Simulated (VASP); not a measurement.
Crystal: Ni.

```
CELL_PARAMETERS angstrom
0.00000 1.98800 1.98800
1.98800 0.00000 1.98800
1.98800 1.98800 0.00000
ATOMIC_POSITIONS crystal
Ni 0.87500 0.87500 0.87500
Ni 0.12500 0.12500 0.12500
```

This isn't the form of Ni at room conditions, which is fcc.

Base run:

```yaml
Program: VASP 6.6.1
Functional: PBE
Potentials_or_basis: VASP PAW PBE potentials, release 64 (Ni)
Cutoff: 520 eV
k_mesh: 14 × 14 × 14
Occupations: fermi-dirac, width 0.08 eV
Spin: collinear spin, ferromagnetic start
Starting_moments: "[1.0, 1.0] μB"
```

Its results: pressure 345.5 GPa; net moment 0.38 μB per cell.

Q: The run is repeated on the same cell with these changes: functional from PBE to PBEsol; further incar settings from ALGO = Normal; EDIFF = 1e-06; NBANDS = 21 to ALGO = Normal; EDIFF = 1e-07; NBANDS = 21. What comes out?

A: Pressure 327.0 GPa; net moment 0.00 μB per cell.

Caveats: atoms lie so close that the PAW spheres overlap strongly, which falsifies energies and pressures; the cell stands under pressure; the PAW data sets were made with another functional, which shifts forces and pressure a little (at least some runs).
